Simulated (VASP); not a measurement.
# Hf2Zr (Fd-3m) in VASP: a series of runs

Runs on Hf2Zr. Level: PBE. Tasks: single point, relaxation of cell and atoms.

Program: VASP 6.6.1. These are calculated values, not measurements. Logs are shortened: lines on timing, memory, paths and dates and some standing lists are left out, and cuts for length are marked.

## 1. The cell of the first run

Symmetry: Fd-3m, No. 227, cubic system. The conventional cell has a = 8.222 Å, b = 8.222 Å, c = 8.222 Å, α = 90.00°, β = 90.00°, γ = 90.00°. Within 4.5 Å of Zr (site symmetry -43m) lie 12 Hf at 3.41 Å and 4 Zr at 3.56 Å. Within 3.8 Å of Hf (site symmetry -3m) lie 6 Hf at 2.91 Å and 6 Zr at 3.41 Å.

## 2. Single point, PBE

INCAR

```
SYSTEM = Hf2Zr
ALGO     = Normal         ! electronic algorithm
EDIFF    = 1E-7           ! SCF threshold, eV
ENCUT    = 520            ! plane-wave cutoff, eV
GGA      = PE             ! functional
ISIF     = 2              ! what is computed and relaxed
ISMEAR   = 0              ! smearing method
LASPH    = .TRUE.         ! aspherical terms in the spheres
LCHARG   = .FALSE.        ! write CHGCAR
LREAL    = .FALSE.        ! projectors in reciprocal space
LWAVE    = .FALSE.        ! write WAVECAR
NBANDS   = 41             ! bands
NELM     = 100            ! most SCF steps
PREC     = Accurate       ! precision mode
SIGMA    = 0.1            ! smearing width, eV
```

KPOINTS

```
k-points
0
G
  4 4 4
  0 0 0
```

POSCAR

```
Hf2Zr
1.0
    0.0000000000      4.1109528205      4.1109528205
    4.1109528205      0.0000000000      4.1109528205
    4.1109528205      4.1109528205      0.0000000000
Zr Hf
2 4
Direct
    0.0000000000      0.0000000000      0.0000000000
    0.2500000000      0.2500000000      0.2500000000
    0.6250000000      0.6250000000      0.6250000000
    0.1250000000      0.6250000000      0.6250000000
    0.6250000000      0.6250000000      0.1250000000
    0.6250000000      0.1250000000      0.6250000000
```

Potentials or basis: VASP PAW PBE potentials, release 64 (Zr_sv, Hf_pv).

Launch:

```console
cat potpaw_PBE.64/Zr_sv/POTCAR potpaw_PBE.64/Hf_pv/POTCAR > POTCAR
mpirun -np 1 vasp_std > vasp.out
```

OUTCAR:

```text
SYSTEM = Hf2Zr
   EDIFF = 1E-7
   ENCUT = 520
   GGA = PE
   ISIF = 2
   ISMEAR = 0
   LASPH = .TRUE.
   LREAL = .FALSE.
   NELM = 100
   PREC = Accurate

 ion  position               nearest neighbor table
   1  0.000  0.000  0.000-   3 3.41   5 3.41   6 3.41   3 3.41   4 3.41   5 3.41   3 3.41   4 3.41
                             6 3.41   4 3.41   5 3.41   6 3.41   2 3.56   2 3.56   2 3.56   2 3.56
   2  0.250  0.250  0.250-   4 3.41   5 3.41   6 3.41   3 3.41   4 3.41   6 3.41   3 3.41   4 3.41
                             5 3.41   3 3.41   5 3.41   6 3.41   1 3.56   1 3.56   1 3.56   1 3.56
   3  0.625  0.625  0.625-   4 2.91   5 2.91   6 2.91   5 2.91   6 2.91   4 2.91   1 3.41   2 3.41
                             1 3.41   2 3.41   1 3.41   2 3.41
   4  0.125  0.625  0.625-   3 2.91   5 2.91   6 2.91   3 2.91   5 2.91   6 2.91   2 3.41   1 3.41
                             1 3.41   2 3.41   2 3.41   1 3.41
   5  0.625  0.625  0.125-   3 2.91   3 2.91   4 2.91   6 2.91   6 2.91   4 2.91   1 3.41   2 3.41
                             1 3.41   2 3.41   1 3.41   2 3.41
   6  0.625  0.125  0.625-   3 2.91   5 2.91   3 2.91   4 2.91   5 2.91   4 2.91   2 3.41   1 3.41
                             2 3.41   2 3.41   1 3.41   1 3.41

  LATTYP: Found a face centered cubic cell.
 ALAT       =     8.2219056410

  Lattice vectors:

 A1 = (   0.0000000000,   4.1109528205,   4.1109528205)
 A2 = (   4.1109528205,   0.0000000000,   4.1109528205)
 A3 = (   4.1109528205,   4.1109528205,   0.0000000000)

Analysis of symmetry for initial positions (statically):
=====================================================================
 Subroutine PRICEL returns:
 Original cell was already a primitive cell.

 Routine SETGRP: Setting up the symmetry group for a
 face centered cubic supercell.

 Subroutine GETGRP returns: Found 48 space group operations
 (whereof 24 operations were pure point group operations)
 out of a pool of 48 trial point group operations.

The static configuration has the point symmetry T_d .
 The point group associated with its full space group is O_h .

Analysis of symmetry for dynamics (positions and initial velocities):
=====================================================================
 Subroutine PRICEL returns:
 Original cell was already a primitive cell.

 Routine SETGRP: Setting up the symmetry group for a
 face centered cubic supercell.

 Subroutine GETGRP returns: Found 48 space group operations
 (whereof 24 operations were pure point group operations)
 out of a pool of 48 trial point group operations.

The dynamic configuration has the point symmetry T_d .
 The point group associated with its full space group is O_h .

 Subroutine INISYM returns: Found 48 space group operations
 (whereof 24 operations are pure point group operations),
 and found     1 'primitive' translations

----------------------------------------------------------------------------------------

                                     Primitive cell

  volume of cell :     138.9497

  direct lattice vectors                    reciprocal lattice vectors
     0.000000000  4.110952820  4.110952820    -0.121626305  0.121626305  0.121626305
     4.110952820  0.000000000  4.110952820     0.121626305 -0.121626305  0.121626305
     4.110952820  4.110952820  0.000000000     0.121626305  0.121626305 -0.121626305

  length of vectors
     5.813765233  5.813765233  5.813765233     0.210662939  0.210662939  0.210662939

  position of ions in fractional coordinates (direct lattice)
     0.000000000  0.000000000  0.000000000
     0.250000000  0.250000000  0.250000000
     0.625000000  0.625000000  0.625000000
     0.125000000  0.625000000  0.625000000
     0.625000000  0.625000000  0.125000000
     0.625000000  0.125000000  0.625000000

  ion indices of the primitive-cell ions
   primitive index   ion index
                 1           1
                 2           2
                 3           3
                 4           4
                 5           5
                 6           6

----------------------------------------------------------------------------------------

 KPOINTS: k-points

Automatic generation of k-mesh.
 Grid dimensions read from file:
 generate k-points for:    4    4    4

 Generating k-lattice:

  Cartesian coordinates                     Fractional coordinates (reciprocal lattice)
    -0.030406576  0.030406576  0.030406576     0.250000000  0.000000000  0.000000000
     0.030406576 -0.030406576  0.030406576     0.000000000  0.250000000  0.000000000
     0.030406576  0.030406576 -0.030406576     0.000000000  0.000000000  0.250000000

  Length of vectors
     0.052665735  0.052665735  0.052665735

  Shift w.r.t. Gamma in fractional coordinates (k-lattice)
     0.000000000  0.000000000  0.000000000

 Subroutine IBZKPT returns following result:
 ===========================================

 Found      8 irreducible k-points:

 Following reciprocal coordinates:
            Coordinates               Weight
  0.000000  0.000000  0.000000      1.000000
  0.250000  0.000000  0.000000      8.000000
  0.500000  0.000000  0.000000      4.000000
  0.250000  0.250000  0.000000      6.000000
  0.500000  0.250000  0.000000     24.000000
 -0.250000  0.250000  0.000000     12.000000
  0.500000  0.500000  0.000000      3.000000
 -0.250000  0.500000  0.250000      6.000000
   k-points           NKPTS =      8   k-points in BZ     NKDIM =      8   number of bands    NBANDS=     41
   number of dos      NEDOS =    301   number of ions     NIONS =      6
   total plane-waves  NPLWV = 110592
   dimension x,y,z NGX =    48 NGY =   48 NGZ =   48
   dimension x,y,z NGXF=    96 NGYF=   96 NGZF=   96
   ions per type =               2   4
   NGX,Y,Z   is equivalent  to a cutoff of  13.73, 13.73, 13.73 a.u.
   NGXF,Y,Z  is equivalent  to a cutoff of  27.45, 27.45, 27.45 a.u.
 SYSTEM =  Hf2Zr
   PREC   = accura    normal or accurate (medium, high low for compatibility)
   ISTART =      0    job   : 0-new  1-cont  2-samecut
   ICHARG =      2    charge: 1-file 2-atom 10-const
   ISPIN  =      1    spin polarized calculation?
   LNONCOLLINEAR =      F non collinear calculations
   LSORBIT =      F    spin-orbit coupling
   LASPH  =      T    aspherical Exc in radial PAW
   ENCUT  =  520.0 eV  38.22 Ry    6.18 a.u.  10.81 10.81 10.81*2*pi/ulx,y,z
   NELM   =    100;   NELMIN=  2; NELMDL= -5     # of ELM steps
   EDIFF  = 0.1E-06   stopping-criterion for ELM
   LREAL  =      F    real-space projection
   EDIFFG = 0.1E-05   stopping-criterion for IOM
   NSW    =      0    number of steps for IOM
   IBRION =     -1    ionic relax: 0-MD 1-quasi-New 2-CG
   NFREE  =      0    steps in history (QN), initial steepest desc. (CG)
   ISIF   =      2    stress and relaxation
   ISYM   =      2    0-nonsym 1-usesym 2-fastsym
   POTIM  = 0.5000    time-step for ionic-motion
   TEBEG  =    0.0;   TEEND  =   0.0 temperature during run
   PSTRESS=    0.0 pullay stress
   NELECT =      64.0000    total number of electrons
   NUPDOWN=      -1.0000    fix difference up-down
   EMIN   =  10.00;   EMAX   =-10.00  energy-range for DOS
   EFERMI =   0.00;   METHOD = LEGACY
   ISMEAR =     0;   SIGMA  =   0.10  broadening in eV -4-tet -1-fermi 0-gaus
   EFERMI_NEDOS =   21; number of points for ismear=-14 and -15
   IALGO  =     38    algorithm
   IMIX   =      4    mixing-type and parameters
     AMIX     =   0.40;   BMIX     =  1.00
     AMIX_MAG =   1.60;   BMIX_MAG =  1.00
  volume/ion in A,a.u.               =      23.16       156.28
  Fermi-wavevector in a.u.,A,eV,Ry     =   1.264297  2.389174 21.748179  1.598446
  Thomas-Fermi vector in A             =   2.397609
   LORBIT       =      0    0 simple, 1 ext, 2 COOP (PROOUT), +10 PAW based schemes
   GGA     = PE    functional components
   LHFCALC =     F    Hartree Fock is set to
   AEXX    =    0.0000 exact exchange contribution
   IVDW    =     0    specifies the selected vdW correction
   LEPSILON=     F    determine dielectric tensor
   LRPA    =     F    only Hartree local field effects (RPA)
 non-spin polarized calculation
 Gauss-broadening in eV      SIGMA  =   0.10
  energy-cutoff  :      520.00
  volume of cell :      138.95
 maximum number of plane-waves:      3759
 NGX is ok and might be reduce to    48
   NGX = 21   NGY = 21   NGZ = 21

 number of electron      63.9999998 magnetization

 Free energy of the ion-electron system (eV)
  ---------------------------------------------------
  ext. energy  EPLUGINS =         0.00000000
  ---------------------------------------------------
  free energy    TOTEN  =       -54.76008228 eV

  energy without entropy =      -54.67330359  energy(sigma->0) =      -54.71669293

 E-fermi :   5.6882     XC(G=0): -11.0830

 val. band max:        5.6755597536   @ k =   0.2500   0.2500   0.0000
 cond. band min:       5.7324464462   @ k =  -0.2500   0.5000   0.2500
 fundamental gap:      0.0568866926
 Fermi energy:         5.6882101665

 k-point     1 :       0.0000    0.0000    0.0000
  band No.  band energies     occupation
      1     -42.9091      2.00000
      2     -42.8850      2.00000
      3     -25.3424      2.00000
      4     -24.6758      2.00000
      5     -24.6758      2.00000
      6     -24.6758      2.00000
[... 33 lines left out ...]
     40       8.2029      0.00000
     41       8.3535      0.00000

 k-point     2 :       0.2500    0.0000    0.0000
  band No.  band energies     occupation
      1     -42.9066      2.00000
      2     -42.8876      2.00000
      3     -25.2235      2.00000
      4     -24.6311      2.00000
      5     -24.6239      2.00000
      6     -24.6239      2.00000
[... 33 lines left out ...]
     40       7.9151      0.00000
     41       7.9151      0.00000

 k-point     3 :       0.5000    0.0000    0.0000
  band No.  band energies     occupation
      1     -42.9032      2.00000
      2     -42.8911      2.00000
      3     -25.0887      2.00000
      4     -24.5838      2.00000
      5     -24.5838      2.00000
      6     -24.3952      2.00000
[... 171 lines left out ...]
      2     -42.8971      2.00000
      3     -24.8155      2.00000
      4     -24.8155      2.00000
      5     -24.3608      2.00000
      6     -24.3608      2.00000
[... 33 lines left out ...]
     40       7.9773      0.00000
     41       9.3864      0.00000

 k-point     8 :      -0.2500    0.5000    0.2500
  band No.  band energies     occupation
      1     -42.8971      2.00000
      2     -42.8971      2.00000
      3     -24.7912      2.00000
      4     -24.7912      2.00000
      5     -24.4834      2.00000
      6     -24.4834      2.00000
[... 33 lines left out ...]
     40       8.1964      0.00000
     41       8.7979      0.00000

------------------------ aborting loop because EDIFF is reached ----------------------------------------

  FORCE on cell =-STRESS in cart. coord.  units (eV):
  Direction    XX          YY          ZZ          XY          YZ          ZX
  --------------------------------------------------------------------------------------
  -------------------------------------------------------------------------------------
  Total        0.0259606      0.0259606      0.0259606      0.0000000     -0.0000000      0.0000000
  in kB        0.2993417      0.2993417      0.2993417      0.0000000     -0.0000000      0.0000000
  external PRESSURE =       0.2993417 kB  Pullay stress =       0.0000000 kB

 VOLUME and BASIS-vectors are now :
 -----------------------------------------------------------------------------
  energy-cutoff  :      520.00
  volume of cell :      138.95
      direct lattice vectors                 reciprocal lattice vectors
     0.000000000  4.110952820  4.110952820    -0.121626305  0.121626305  0.121626305
     4.110952820  0.000000000  4.110952820     0.121626305 -0.121626305  0.121626305
     4.110952820  4.110952820  0.000000000     0.121626305  0.121626305 -0.121626305

 POSITION                                       TOTAL-FORCE (eV/Angst)
 -----------------------------------------------------------------------------------
      0.00000      0.00000      0.00000         0.000000      0.000000     -0.000000
      2.05548      2.05548      2.05548         0.000000     -0.000000      0.000000
      5.13869      5.13869      5.13869        -0.000000     -0.000000     -0.000000
      5.13869      3.08321      3.08321        -0.000000     -0.000000     -0.000000
      3.08321      3.08321      5.13869        -0.000000     -0.000000     -0.000000
      3.08321      5.13869      3.08321        -0.000000     -0.000000     -0.000000
 -----------------------------------------------------------------------------------
    total drift:                                0.000000      0.000000     -0.000000

  FREE ENERGIE OF THE ION-ELECTRON SYSTEM (eV)
  ---------------------------------------------------
  free  energy   TOTEN  =       -54.7600822753 eV

  energy  without entropy=      -54.6733035888  energy(sigma->0) =      -54.71669293
```

Wall time 2.2 min (1 thread of Intel Xeon 8259CL, shared host); peak memory 0.32 GiB.

Results:

```
Free energy            : -54.7601 eV
Pressure               : 0.0 GPa
Band gap on the k mesh : zero (bands 32 and 33 overlap by 0.20 eV)
```

Caveat: spin-orbit coupling is left out, which moves the levels of the heavy elements.

## 3. Relaxation of cell and atoms, PBE

This run uses another cell than the first one, of 18.62 Å³/atom.

INCAR

```
SYSTEM = Hf2Zr
ALGO     = Normal         ! electronic algorithm
EDIFF    = 1E-6           ! SCF threshold, eV
EDIFFG   = -0.04          ! ionic threshold
ENCUT    = 600            ! plane-wave cutoff, eV
GGA      = PE             ! functional
IBRION   = 2              ! ionic algorithm
ISIF     = 3              ! what is computed and relaxed
ISMEAR   = 0              ! smearing method
LASPH    = .True.         ! aspherical terms in the spheres
LCHARG   = .False.        ! write CHGCAR
LREAL    = .False.        ! projectors in reciprocal space
LWAVE    = .False.        ! write WAVECAR
NELM     = 80             ! most SCF steps
NSW      = 90             ! ionic steps
PREC     = Accurate       ! precision mode
SIGMA    = 0.1            ! smearing width, eV
```

KPOINTS

```
k-points
0
Gamma
  4 4 4
  0 0 0
```

Changes to POSCAR since step 2:

```diff
@@ -2,5 +2,5 @@
 1.0
-    0.0000000000      4.1109528205      4.1109528205
-    4.1109528205      0.0000000000      4.1109528205
-    4.1109528205      4.1109528205      0.0000000000
+    0.0000000000      3.8225993531      3.8225993531
+    3.8225993531      0.0000000000      3.8225993531
+    3.8225993531      3.8225993531      0.0000000000
 Zr Hf
```

Potentials or basis: VASP PAW PBE potentials, release 64 (Zr_sv, Hf_pv).

Launch:

```console
cat potpaw_PBE.64/Zr_sv/POTCAR potpaw_PBE.64/Hf_pv/POTCAR > POTCAR
mpirun -np 1 vasp_std > vasp.out
```

It took 7.8 min on 1 thread of Intel Xeon 8259CL, shared host; peak memory 0.35 GiB.

The run converged. Its results:

```yaml
Free_energy: -54.7530 eV
Relaxed_volume: 23.22 Å³/atom
Relaxed_cell: a = 5.819 Å, b = 5.819 Å, c = 5.819 Å, α = 60.00°, β = 60.00°, γ = 60.00°
Space_group_after_relaxing_to_0.1_Å: Fd-3m (No. 227)
Energy_gained_by_relaxing: 356.7 meV/atom
Ionic_steps: 4
Pressure_after_relaxing: -0.2 GPa
Band_gap_on_the_k_mesh: zero (bands 32 and 33 overlap by 0.20 eV)
```

The path:
| step | energy change (eV) | largest force (eV/Å) | pressure (GPa) | volume (Å³) |
| --- | --- | --- | --- | --- |
| 1 | 0.0000 | 0.0000 | 29.99 | 111.71 |
| 2 | -0.0729 | 0.0000 | -14.29 | 178.07 |
| 3 | -2.1359 | 0.0000 | -0.94 | 140.48 |
| 4 | -2.1401 | 0.0000 | -0.20 | 139.31 |

Final structure:
```yaml
crystal:
  lattice:
    - [0.00000, 4.11448, 4.11448]
    - [4.11448, 0.00000, 4.11448]
    - [4.11448, 4.11448, 0.00000]
  atoms:
    - { symbol: Zr, position: [0.00000, 0.00000, 0.00000] }
    - { symbol: Zr, position: [0.25000, 0.25000, 0.25000] }
    - { symbol: Hf, position: [0.62500, 0.62500, 0.62500] }
    - { symbol: Hf, position: [0.12500, 0.62500, 0.62500] }
    - { symbol: Hf, position: [0.62500, 0.62500, 0.12500] }
    - { symbol: Hf, position: [0.62500, 0.12500, 0.62500] }
```

Levels at points of the mesh, in eV from the Fermi level:
```tsv
k point	band 28	band 29	band 30	band 31	band 32	band 33	band 34	band 35	band 36	band 37
(0.00, 0.00, 0.00)	-1.35	-0.24	-0.24	-0.18	-0.18	0.32	0.32	0.32	2.03	2.03
(0.50, 0.00, 0.00)	-0.61	-0.25	-0.25	0.12	0.15	0.15	0.15	0.15	0.17	1.68
(0.50, 0.50, 0.00)	-0.94	-0.86	-0.86	-0.36	-0.36	-0.05	-0.05	0.44	0.44	1.46
```

Caveat: the volume moved by over 15 % at a fixed basis, so the end points are rough; spin-orbit coupling is left out, which moves the levels of the heavy elements.
